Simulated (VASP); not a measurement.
MoRu2:

```
Mo Ru
1.0
     0.00000    2.65864    2.65864
     2.65864    0.00000    2.65864
     2.65864    2.65864    0.00000
Mo Ru
1 2
Direct
  0.00000 0.00000 0.00000
  0.25000 0.25000 0.25000
  0.75000 0.75000 0.75000
```

```yaml
Program: VASP 6.6.1
Task: relaxation of cell and atoms
Functional: PBE
Potentials_or_basis: VASP PAW PBE potentials, release 64 (Mo_sv, Ru_pv)
Cutoff: 500 eV
k_mesh: 6 × 6 × 6
Occupations: gaussian, width 0.1 eV
Spin: no spin polarisation
```

At the start: pressure 129.0 GPa; volume 12.53 Å³/atom.

Problem. Where does the relaxation end?

Solution. Over 6 steps the energy falls by 1351.2 meV/atom and the volume is 16.91 Å³/atom (+35.0 %); space group Fm-3m (No. 225, to 0.05 Å).

Step by step:
```csv
step,energy change (eV),largest force (eV/Å),pressure (GPa),volume (Å³)
1,0.0000,0.0000,129.02,37.58
2,9.1170,0.0000,-30.63,123.51
3,-3.4127,0.0000,-22.93,58.55
4,-3.9596,0.0000,-10.39,53.47
5,-4.0522,0.0000,1.37,50.41
6,-4.0535,0.0000,-0.11,50.74
```

Final structure:
```yaml
crystal:
  lattice:
    - [0.00000, 2.93839, 2.93839]
    - [2.93839, 0.00000, 2.93839]
    - [2.93839, 2.93839, 0.00000]
  atoms:
    - { symbol: Mo, position: [0.00000, 0.00000, 0.00000] }
    - { symbol: Ru, position: [0.25000, 0.25000, 0.25000] }
    - { symbol: Ru, position: [0.75000, 0.75000, 0.75000] }
```

Caveat: the volume moved by over 15 % at a fixed basis, so the end points are rough.
